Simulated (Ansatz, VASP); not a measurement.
## One calculation of TiSi2, two programs

File INCAR:

```
SYSTEM = TiSi2
PREC = Accurate ; ENCUT = 520
EDIFF = 1E-6 ; ISMEAR = 0
SIGMA = 0.1 ; LREAL = .False.
LASPH = .True. ; NELM = 60
ALGO = Normal ; ISIF = 2
LWAVE = .False. ; LCHARG = .True.
GGA = PE ; LELF = .True.
LVHAR = .True. ; NBANDS = 29
```

File KPOINTS:

```
regular mesh
0
Gamma
  4 4 4
  0 0 0
```

POSCAR

```
TiSi2
1.0
    0.0000000000      3.4969723051      3.4969723051
    3.4969723051      0.0000000000      3.4969723051
    3.4969723051      3.4969723051      0.0000000000
Ti Si
2 4
Direct
    0.0000000000      0.0000000000      0.0000000000
    0.2500000000      0.2500000000      0.2500000000
    0.6250000000      0.6250000000      0.6250000000
    0.1250000000      0.6250000000      0.6250000000
    0.6250000000      0.6250000000      0.1250000000
    0.6250000000      0.1250000000      0.6250000000
```

Input for Ansatz:

```yaml
crystal:
  lattice:
    - [0.0, 3.4969723051, 3.4969723051]
    - [3.4969723051, 0.0, 3.4969723051]
    - [3.4969723051, 3.4969723051, 0.0]
  atoms:
    - { symbol: Ti, position: [0.0, 0.0, 0.0] }
    - { symbol: Ti, position: [0.25, 0.25, 0.25] }
    - { symbol: Si, position: [0.625, 0.625, 0.625] }
    - { symbol: Si, position: [0.125, 0.625, 0.625] }
    - { symbol: Si, position: [0.625, 0.625, 0.125] }
    - { symbol: Si, position: [0.625, 0.125, 0.625] }
basis:
  ecutwfc: 420
kpoints:
  mp_grid: { grid: [4, 4, 4] }
hamiltonian:
  xc: pbe
scf:
  occupations: { method: gaussian, width: 0.1 }
  lower_state_search: "off"
output:
  forces: true
  stress: true
  eigenvalues: true
```

Alike in both runs: task single point; functional PBE; k mesh 4 × 4 × 4; occupations gaussian, width 0.1 eV; no spin polarisation.

|  | VASP | Ansatz |
| --- | --- | --- |
| version | VASP 6.6.1 | Ansatz 0.2.0 |
| potentials or method | VASP PAW PBE potentials, release 64 (Ti_sv, Si), cutoff 520 eV | scalar-relativistic, plane waves, PAW |
| valence electrons in the cell | 40 | 40 |

```tsv
	VASP	Ansatz	Ansatz less VASP
gap on the k mesh at the Fermi level (eV)	none	none	-
pressure (GPa)	-4.3	-4.2	+0.07
```

A gap of «none» marks a metal or a gap that the smearing closes. With one functional, cell and mesh, what is left measures potentials, basis and numerics.

The k mesh is coarse, so the values compare programs but aren't converged.
